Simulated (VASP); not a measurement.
# BN (P6_3mc) in VASP: further runs

The runs below take BN through single point, with PBE.

Program: VASP 6.6.1. These are calculated values, not measurements. Logs are shortened: lines on timing, memory, paths and dates and some standing lists are left out, and cuts for length are marked.

### 1 The cell of the first run

Symmetry: P6_3mc, No. 186, hexagonal system. The conventional cell has a = 2.745 Å, b = 2.745 Å, c = 4.227 Å, α = 90.00°, β = 90.00°, γ = 120.00°. Within 2.1 Å of B (site symmetry 3m) lie 4 N at 1.58 to 1.67 Å. Within 2.1 Å of N (site symmetry 3m) lie 4 B at 1.58 to 1.67 Å.

### 2 Single point, PBE (strain +0.0750 x Voigt [1, 1, 0, 0, 0, 0])

INCAR reads:

```
  PREC = Accurate
  ENCUT = 520
  EDIFF = 1E-6
  ISMEAR = 0
  SIGMA = 0.05
  LREAL = False
  LASPH = True
  NELM = 60
  ALGO = Normal
  ISIF = 2
  LWAVE = False
  LCHARG = False
  GGA = PE
  NBANDS = 16
```

KPOINTS reads:

```
regular mesh
0
Gamma
  12 12 6
```

POSCAR reads:

```
BN
1.0
    2.7454850718      0.0000000000      0.0000000000
   -1.3727425359      2.3776598179      0.0000000000
    0.0000000000      0.0000000000      4.2268550000
B N
2 2
Direct
    0.6666666667      0.3333333333      0.9997240000
    0.3333333333      0.6666666667      0.4997240000
    0.6666666667      0.3333333333      0.6252760000
    0.3333333333      0.6666666667      0.1252760000
```

Potentials or basis: VASP PAW PBE potentials, release 64 (B, N).

On the command line:

```sh
cat potpaw_PBE.64/B/POTCAR potpaw_PBE.64/N/POTCAR > POTCAR
mpirun -np 1 vasp_std > vasp.out
```

OUTCAR:

```text
PREC = Accurate
   ENCUT = 520
   EDIFF = 1E-6
   ISMEAR = 0
   LREAL = False
   LASPH = True
   NELM = 60
   ISIF = 2
   GGA = PE

 ion  position               nearest neighbor table
   1  0.667  0.333  1.000-   3 1.58   4 1.67   4 1.67   4 1.67
   2  0.333  0.667  0.500-   4 1.58   3 1.67   3 1.67   3 1.67
   3  0.667  0.333  0.625-   1 1.58   2 1.67   2 1.67   2 1.67
   4  0.333  0.667  0.125-   2 1.58   1 1.67   1 1.67   1 1.67

  LATTYP: Found a hexagonal cell.
 ALAT       =     2.7454850718
 C/A-ratio  =     1.5395658288

  Lattice vectors:

 A1 = (   2.7454850718,   0.0000000000,   0.0000000000)
 A2 = (  -1.3727425359,   2.3776598179,   0.0000000000)
 A3 = (   0.0000000000,   0.0000000000,   4.2268550000)

Analysis of symmetry for initial positions (statically):
=====================================================================
 Subroutine PRICEL returns:
 Original cell was already a primitive cell.

 Routine SETGRP: Setting up the symmetry group for a
 hexagonal supercell.

 Subroutine GETGRP returns: Found 12 space group operations
 (whereof  6 operations were pure point group operations)
 out of a pool of 24 trial point group operations.

The static configuration has the point symmetry C_3v.
 The point group associated with its full space group is C_6v.

Analysis of symmetry for dynamics (positions and initial velocities):
=====================================================================
 Subroutine PRICEL returns:
 Original cell was already a primitive cell.

 Routine SETGRP: Setting up the symmetry group for a
 hexagonal supercell.

 Subroutine GETGRP returns: Found 12 space group operations
 (whereof  6 operations were pure point group operations)
 out of a pool of 24 trial point group operations.

The dynamic configuration has the point symmetry C_3v.
 The point group associated with its full space group is C_6v.

 Subroutine INISYM returns: Found 12 space group operations
 (whereof  6 operations are pure point group operations),
 and found     1 'primitive' translations

----------------------------------------------------------------------------------------

                                     Primitive cell

  volume of cell :      27.5922

  direct lattice vectors                    reciprocal lattice vectors
     2.745485072  0.000000000  0.000000000     0.364234361  0.210290806  0.000000000
    -1.372742536  2.377659818  0.000000000     0.000000000  0.420581612  0.000000000
     0.000000000  0.000000000  4.226855000     0.000000000  0.000000000  0.236582518

[... 90 lines left out ...]
   NSW    =      0    number of steps for IOM
   IBRION =     -1    ionic relax: 0-MD 1-quasi-New 2-CG
   NFREE  =      0    steps in history (QN), initial steepest desc. (CG)
   ISIF   =      2    stress and relaxation
   ISYM   =      2    0-nonsym 1-usesym 2-fastsym
   POTIM  = 0.5000    time-step for ionic-motion
   TEBEG  =    0.0;   TEEND  =   0.0 temperature during run
   PSTRESS=    0.0 pullay stress
   NELECT =      16.0000    total number of electrons
   NUPDOWN=      -1.0000    fix difference up-down
   EMIN   =  10.00;   EMAX   =-10.00  energy-range for DOS
   EFERMI =   0.00;   METHOD = LEGACY
   ISMEAR =     0;   SIGMA  =   0.05  broadening in eV -4-tet -1-fermi 0-gaus
   EFERMI_NEDOS =   21; number of points for ismear=-14 and -15
   IALGO  =     38    algorithm
   IMIX   =      4    mixing-type and parameters
     AMIX     =   0.40;   BMIX     =  1.00
     AMIX_MAG =   1.60;   BMIX_MAG =  1.00
  volume/ion in A,a.u.               =       6.90        46.55
  Fermi-wavevector in a.u.,A,eV,Ry     =   1.365168  2.579793 25.356957  1.863684
  Thomas-Fermi vector in A             =   2.491420
   LORBIT       =      0    0 simple, 1 ext, 2 COOP (PROOUT), +10 PAW based schemes
   GGA     = PE    functional components
   LHFCALC =     F    Hartree Fock is set to
   AEXX    =    0.0000 exact exchange contribution
   IVDW    =     0    specifies the selected vdW correction
   LEPSILON=     F    determine dielectric tensor
   LRPA    =     F    only Hartree local field effects (RPA)
 non-spin polarized calculation
 Gauss-broadening in eV      SIGMA  =   0.05
  energy-cutoff  :      520.00
  volume of cell :       27.59
 maximum number of plane-waves:       753
   NGX = 11   NGY = 11   NGZ = 15

 number of electron      15.9999998 magnetization

 Free energy of the ion-electron system (eV)
  ---------------------------------------------------
  ext. energy  EPLUGINS =         0.00000000
  ---------------------------------------------------
  free energy    TOTEN  =       -34.11472809 eV

  energy without entropy =      -34.11472809  energy(sigma->0) =      -34.11472809

 E-fermi :   6.0256     XC(G=0): -12.0533

 val. band max:        5.7418032366   @ k =   0.0000   0.0000   0.0000
 cond. band min:      11.1939436624   @ k =   0.5000  -0.0000   0.0000
 fundamental gap:      5.4521404258
 Fermi energy:         6.0255844796

 k-point     1 :       0.0000    0.0000    0.0000
  band No.  band energies     occupation
      1     -13.0000      2.00000
      2      -8.9856      2.00000
      3      -3.6777      2.00000
      4       3.4303      2.00000
      5       3.4303      2.00000
      6       5.5246      2.00000
[... 433 lines left out ...]
      3      -2.2105      2.00000
      4      -0.5577      2.00000
      5       0.5162      2.00000
      6       1.7091      2.00000
[... 8 lines left out ...]
     15      19.7486      0.00000
     16      20.2083      0.00000

 [... further k-points ...]

------------------------ aborting loop because EDIFF is reached ----------------------------------------

  FORCE on cell =-STRESS in cart. coord.  units (eV):
  Direction    XX          YY          ZZ          XY          YZ          ZX
  --------------------------------------------------------------------------------------
  -------------------------------------------------------------------------------------
  Total       -9.4476195     -9.4476195     -1.2484668      0.0000000      0.0000000      0.0000000
  in kB     -548.5886518   -548.5886518    -72.4938953      0.0000000      0.0000000      0.0000000
  external PRESSURE =    -389.8903996 kB  Pullay stress =       0.0000000 kB

 VOLUME and BASIS-vectors are now :
 -----------------------------------------------------------------------------
  energy-cutoff  :      520.00
  volume of cell :       27.59
      direct lattice vectors                 reciprocal lattice vectors
     2.745485072  0.000000000  0.000000000     0.364234361  0.210290806  0.000000000
    -1.372742536  2.377659818  0.000000000     0.000000000  0.420581612  0.000000000
     0.000000000  0.000000000  4.226855000     0.000000000  0.000000000  0.236582518

 POSITION                                       TOTAL-FORCE (eV/Angst)
 -----------------------------------------------------------------------------------
      1.37274      0.79255      4.22569         0.000000      0.000000     -0.105216
     -0.00000      1.58511      2.11226        -0.000000     -0.000000     -0.105216
      1.37274      0.79255      2.64295        -0.000000     -0.000000      0.105216
     -0.00000      1.58511      0.52952         0.000000     -0.000000      0.105216
 -----------------------------------------------------------------------------------
    total drift:                                0.000000      0.000000     -0.000345

  FREE ENERGIE OF THE ION-ELECTRON SYSTEM (eV)
  ---------------------------------------------------
  free  energy   TOTEN  =       -34.1147280853 eV

  energy  without entropy=      -34.1147280853  energy(sigma->0) =      -34.11472809
```

Wall time 15 s (1 thread of Intel Xeon 6975P-C (Granite Rapids), shared host); peak memory 0.14 GiB.

What came out:

* Free energy: -34.1147 eV
* Pressure: -39.0 GPa
* Largest force: 0.105 eV/Å
* Band gap on the k mesh: 5.45 eV, indirect (least direct gap 6.48 eV)

Forces on the atoms (eV/Å):
```
B    0.000  0.000 -0.105
B    0.000  0.000 -0.105
N    0.000  0.000  0.105
N    0.000  0.000  0.105
```

Caveat: the cell differs from its parent crystal (strain +0.0750 x Voigt [1, 1, 0, 0, 0, 0]). A k mesh can miss the band edges.

### 3 Single point, PBE (strain +0.1125 x Voigt [1, 1, 0, 0, 0, 0])

INCAR reads:

```
ALGO = Normal
EDIFF = 1E-6
ENCUT = 520
GGA = PE
ISIF = 2
ISMEAR = 0
LASPH = T
LCHARG = F
LREAL = F
LWAVE = F
NBANDS = 16
NELM = 80
PREC = Accurate
SIGMA = 0.05
```

KPOINTS reads:

```
k-points
0
Gamma
  12 12 6
```

Edit POSCAR of step 2 so:

```diff
@@ -2,4 +2,4 @@
 1.0
-    2.7454850718      0.0000000000      0.0000000000
-   -1.3727425359      2.3776598179      0.0000000000
+    2.8412578069      0.0000000000      0.0000000000
+   -1.4206289035      2.4606014395      0.0000000000
     0.0000000000      0.0000000000      4.2268550000
```

Potentials or basis: VASP PAW PBE potentials, release 64 (B, N).

On the command line:

```sh
cat potpaw_PBE.64/B/POTCAR potpaw_PBE.64/N/POTCAR > POTCAR
mpirun -np 1 vasp_std > vasp.out
```

OUTCAR:

```text
EDIFF = 1E-6
   ENCUT = 520
   GGA = PE
   ISIF = 2
   ISMEAR = 0
   LASPH = T
   LREAL = F
   NELM = 80
   PREC = Accurate

 ion  position               nearest neighbor table
   1  0.667  0.333  1.000-   3 1.58   4 1.72   4 1.72   4 1.72
   2  0.333  0.667  0.500-   4 1.58   3 1.72   3 1.72   3 1.72
   3  0.667  0.333  0.625-   1 1.58   2 1.72   2 1.72   2 1.72
   4  0.333  0.667  0.125-   2 1.58   1 1.72   1 1.72   1 1.72

[... 657 lines left out ...]

  FORCE on cell =-STRESS in cart. coord.  units (eV):
  Direction    XX          YY          ZZ          XY          YZ          ZX
  --------------------------------------------------------------------------------------
  -------------------------------------------------------------------------------------
  Total      -12.6932220    -12.6932220     -1.8196793      0.0000000      0.0000000      0.0000000
  in kB     -688.1976600   -688.1976600    -98.6588797      0.0000000      0.0000000      0.0000000
  external PRESSURE =    -491.6847333 kB  Pullay stress =       0.0000000 kB

 VOLUME and BASIS-vectors are now :
 -----------------------------------------------------------------------------
  energy-cutoff  :      520.00
  volume of cell :       29.55
      direct lattice vectors                 reciprocal lattice vectors
     2.841257807  0.000000000  0.000000000     0.351956798  0.203202352  0.000000000
    -1.420628903  2.460601439  0.000000000     0.000000000  0.406404704  0.000000000
     0.000000000  0.000000000  4.226855000     0.000000000  0.000000000  0.236582518

 POSITION                                       TOTAL-FORCE (eV/Angst)
 -----------------------------------------------------------------------------------
      1.42063      0.82020      4.22569         0.000000      0.000000     -0.313031
     -0.00000      1.64040      2.11226         0.000000      0.000000     -0.313031
      1.42063      0.82020      2.64295        -0.000000      0.000000      0.313031
     -0.00000      1.64040      0.52952        -0.000000     -0.000000      0.313031
 -----------------------------------------------------------------------------------
    total drift:                               -0.000000     -0.000000     -0.000340

  FREE ENERGIE OF THE ION-ELECTRON SYSTEM (eV)
  ---------------------------------------------------
  free  energy   TOTEN  =       -33.3537281001 eV

  energy  without entropy=      -33.3537281001  energy(sigma->0) =      -33.35372810
```

It took 12 s on 1 thread of Intel Xeon 6975P-C (Granite Rapids), shared host; peak memory 0.16 GiB.

Results:

```
Free energy            : -33.3537 eV
Pressure               : -49.2 GPa
Largest force          : 0.313 eV/Å
Band gap on the k mesh : 4.87 eV, indirect (least direct gap 5.26 eV)
```

Forces in eV/Å, atoms in the order of the input:
```
B    0.000  0.000 -0.313
B    0.000  0.000 -0.313
N    0.000  0.000  0.313
N    0.000  0.000  0.313
```

Levels at points of the mesh, in eV from the valence-band top:
```
           k point  band 6  band 7  band 8  band 9  band 10  band 11
(0.00, 0.00, 0.00)   -0.32    0.00    0.00    5.26     6.60     6.60
(0.50, 0.00, 0.00)   -4.51   -3.75   -1.32    4.87     7.44     8.69
(0.00, 0.00, 0.50)   -1.35   -1.35   -1.35    6.03     6.03     8.15
(0.50, 0.00, 0.50)   -3.20   -2.55   -2.55    5.57     5.57     9.33
```

Caveat: the cell differs from its parent crystal (strain +0.1125 x Voigt [1, 1, 0, 0, 0, 0]). A k mesh can miss the band edges.

### 4 Single point, PBE (strain +0.1312 x Voigt [1, 1, 0, 0, 0, 0])

INCAR reads:

```
SYSTEM = BN
  PREC = Accurate
  ENCUT = 520
  EDIFF = 1E-6
  ISMEAR = 0
  SIGMA = 0.05
  LREAL = .FALSE.
  LASPH = .TRUE.
  NELM = 100
  ALGO = Normal
  ISIF = 2
  LWAVE = .FALSE.
  LCHARG = .FALSE.
  GGA = PE
  NBANDS = 16
```

KPOINTS reads:

```
Automatic mesh
0
G
  12 12 6
  0 0 0
```

Edit POSCAR of step 3 so:

```diff
@@ -2,4 +2,4 @@
 1.0
-    2.8412578069      0.0000000000      0.0000000000
-   -1.4206289035      2.4606014395      0.0000000000
+    2.8890164774      0.0000000000      0.0000000000
+   -1.4445082387      2.5019616614      0.0000000000
     0.0000000000      0.0000000000      4.2268550000
```

On the command line:

```sh
cat potpaw_PBE.64/B/POTCAR potpaw_PBE.64/N/POTCAR > POTCAR
mpirun -np 1 vasp_std > vasp.out
```

It took 17 s on 1 thread of Intel Xeon 6975P-C (Granite Rapids), shared host; peak memory 0.16 GiB.

The run converged. Its results:

| Quantity | Value |
| --- | --- |
| Free energy | -32.9095 eV |
| Pressure | -52.6 GPa |
| Largest force | 0.439 eV/Å |
| Band gap on the k mesh | 4.60 eV, indirect (least direct gap 4.71 eV) |

Forces on the atoms (eV/Å):
```
B    0.000  0.000 -0.439
B    0.000  0.000 -0.439
N    0.000  0.000  0.439
N    0.000  0.000  0.439
```

Stress tensor (GPa, compression positive):
```
-73.41   0.00   0.00
  0.00 -73.41   0.00
  0.00   0.00 -11.06
```

Levels at points of the mesh, in eV from the valence-band top:
```tsv
k point	band 6	band 7	band 8	band 9	band 10	band 11
(0.00, 0.00, 0.00)	-0.40	0.00	0.00	4.71	6.08	6.35
(0.50, 0.00, 0.00)	-4.46	-3.68	-1.22	4.60	7.26	8.39
(0.00, 0.00, 0.50)	-1.38	-1.38	-1.38	5.56	5.56	7.90
(0.50, 0.00, 0.50)	-3.14	-2.43	-2.43	5.35	5.35	9.23
```

Caveat: the cell differs from its parent crystal (strain +0.1312 x Voigt [1, 1, 0, 0, 0, 0]). A k mesh can miss the band edges.

### 5 Single point, PBE (strain +0.1500 x Voigt [1, 1, 0, 0, 0, 0])

INCAR reads:

```
SYSTEM = BN
  ALGO = Normal
  EDIFF = 1E-7
  ENCUT = 520
  GGA = PE
  ISIF = 2
  ISMEAR = 0
  LASPH = .TRUE.
  LCHARG = .FALSE.
  LREAL = .FALSE.
  LWAVE = .FALSE.
  NBANDS = 16
  NELM = 60
  PREC = Accurate
  SIGMA = 0.05
```

KPOINTS reads:

```
k-points
0
G
  12 12 6
  0 0 0
```

Edit POSCAR of step 4 so:

```diff
@@ -2,4 +2,4 @@
 1.0
-    2.8890164774      0.0000000000      0.0000000000
-   -1.4445082387      2.5019616614      0.0000000000
+    2.9370305420      0.0000000000      0.0000000000
+   -1.4685152710      2.5435430610      0.0000000000
     0.0000000000      0.0000000000      4.2268550000
```

On the command line:

```sh
cat potpaw_PBE.64/B/POTCAR potpaw_PBE.64/N/POTCAR > POTCAR
mpirun -np 1 vasp_std > vasp.out
```

It took 14 s on 1 thread of Intel Xeon 6975P-C (Granite Rapids), shared host; peak memory 0.16 GiB.

Results (log left out):

| Item | Value |
| --- | --- |
| Free energy | -32.4301 eV |
| Pressure | -55.2 GPa |
| Largest force | 0.575 eV/Å |
| Band gap on the k mesh | 4.18 eV, direct |

Forces in eV/Å, atoms in the order of the input:
```
B    0.000  0.000 -0.575
B    0.000  0.000 -0.575
N    0.000  0.000  0.575
N    0.000  0.000  0.575
```

Stress tensor (GPa, compression positive):
```
-76.74   0.00   0.00
  0.00 -76.74   0.00
  0.00   0.00 -12.21
```

Levels at points of the mesh, in eV from the valence-band top:
| k point | band 5 | band 6 | band 7 | band 8 | band 9 | band 10 | band 11 | band 12 |
| --- | --- | --- | --- | --- | --- | --- | --- | --- |
| (0.00, 0.00, 0.00) | -2.49 | -0.48 | 0.00 | 0.00 | 4.18 | 5.55 | 6.11 | 6.11 |
| (0.50, 0.00, 0.00) | -5.48 | -4.41 | -3.63 | -1.12 | 4.33 | 7.05 | 8.11 | 8.46 |
| (0.00, 0.00, 0.50) | -1.41 | -1.41 | -1.41 | -1.41 | 5.12 | 5.12 | 7.65 | 7.65 |
| (0.50, 0.00, 0.50) | -3.07 | -3.07 | -2.32 | -2.32 | 5.12 | 5.12 | 9.13 | 9.13 |

Caveat: the cell differs from its parent crystal (strain +0.1500 x Voigt [1, 1, 0, 0, 0, 0]).

### 6 Overview

| cell | gap on the mesh (eV) | pressure (GPa) | largest force (eV/Å) |
| --- | --- | --- | --- |
| a = 2.745, b = 2.745, c = 4.227 Å, angles 90.0, 90.0, 120.0°, 4 atoms | 5.45 | -39.0 | 0.11 |
| a = 2.841, b = 2.841, c = 4.227 Å, angles 90.0, 90.0, 120.0°, 4 atoms | 4.87 | -49.2 | 0.31 |
| a = 2.889, b = 2.889, c = 4.227 Å, angles 90.0, 90.0, 120.0°, 4 atoms | 4.60 | -52.6 | 0.44 |
| a = 2.937, b = 2.937, c = 4.227 Å, angles 90.0, 90.0, 120.0°, 4 atoms | 4.18 | -55.2 | 0.58 |

Alike in all rows: task single point; level PBE; potentials or basis VASP PAW PBE potentials, release 64 (B, N); no spin polarisation; k mesh 12 × 12 × 6; cutoff (eV) 520; smearing gaussian 0.05 eV.

Absolute energies hang on the potentials; compare differences alone.
